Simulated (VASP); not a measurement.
A run of VASP 6.6.1 is set up as follows.

The input INCAR:

```
SYSTEM = Li
PREC     = Accurate       ! precision mode
ENCUT    = 520            ! plane-wave cutoff, eV
EDIFF    = 1E-6           ! SCF threshold, eV
ISMEAR   = -1             ! smearing method
SIGMA    = 0.16           ! smearing width, eV
LREAL    = Auto         
LASPH    = .TRUE.         ! aspherical terms in the spheres
NELM     = 100            ! most SCF steps
ALGO     = Normal         ! electronic algorithm
ISIF     = 2              ! what is computed and relaxed
LWAVE    = .FALSE.        ! write WAVECAR
LCHARG   = .FALSE.        ! write CHGCAR
GGA      = PS             ! functional
NBANDS   = 38             ! bands
```

Contents of KPOINTS:

```
regular mesh
0
G
  2 2 2
  0 0 0
```

POSCAR

```
Li
1.0
    7.5181100000      0.0000000000      0.0000000000
    0.0000000000      7.2232400000      0.0000000000
    0.0000000000      0.0000000000      7.1141320000
Li
16
Direct
   -0.0851277781      0.0130412391     -0.2425735142
    0.7550035847     -0.2942169996     -0.0632684353
    0.0653355697      0.5162780137      0.0584611025
    0.1136455838      0.1995364961      0.4625722435
    0.1860174964      0.1840725215      0.0245005294
    0.5232432087      0.5823010173      0.1614814007
    0.4898704595      0.0813485361      0.3549695170
    0.7943884833      0.2917527315      0.2590055962
   -0.1663050953      0.3658330611      0.5917798545
    0.2014070026      0.7695577054      0.5541505274
    0.2254289974      0.4858623000      0.7111619520
    0.2737656140      0.4227050465      0.3118019176
    0.8386150243      0.7539968214      0.3955085455
    0.6151413055      0.2919603945      0.8153489421
    0.4707433118      0.9398690892      0.7626229033
    0.5249058606      0.6297727889      0.5170272354
```

Potentials or basis: VASP PAW PBE potentials, release 64 (Li_sv).

Command:

```sh
$ cat potpaw_PBE.64/Li_sv/POTCAR > POTCAR
$ mpirun -np 1 vasp_std > vasp.out
```

Problem. What does it give for the band gap on the k mesh?

Solution. Zero (bands 24 and 25 overlap by 0.54 eV).

Problem. Estimate the largest force.

Solution. 0.923 eV/Å.

Forces on the atoms (eV/Å):
```
Li  -0.006 -0.012 -0.016
Li   0.193 -0.042 -0.391
Li  -0.439  0.511 -0.062
Li  -0.023 -0.805  0.271
Li   0.127 -0.552 -0.198
Li  -0.157  0.028 -0.443
Li   0.045 -0.180  0.078
Li   0.013 -0.019 -0.694
Li   0.415  0.744  0.147
Li  -0.415  0.649 -0.508
Li   0.151 -0.652  0.473
Li   0.253  0.303  0.289
Li   0.213  0.145 -0.100
Li  -0.606  0.161  0.562
Li  -0.095 -0.026  0.122
Li   0.333 -0.254  0.470
```

Caveat: the k points lie up to 0.44 Å⁻¹ apart, too coarse for converged energies and pressures of a metal; the atoms stand as in a frame of molecular dynamics; the PAW data sets were made with another functional, which shifts forces and pressure a little.
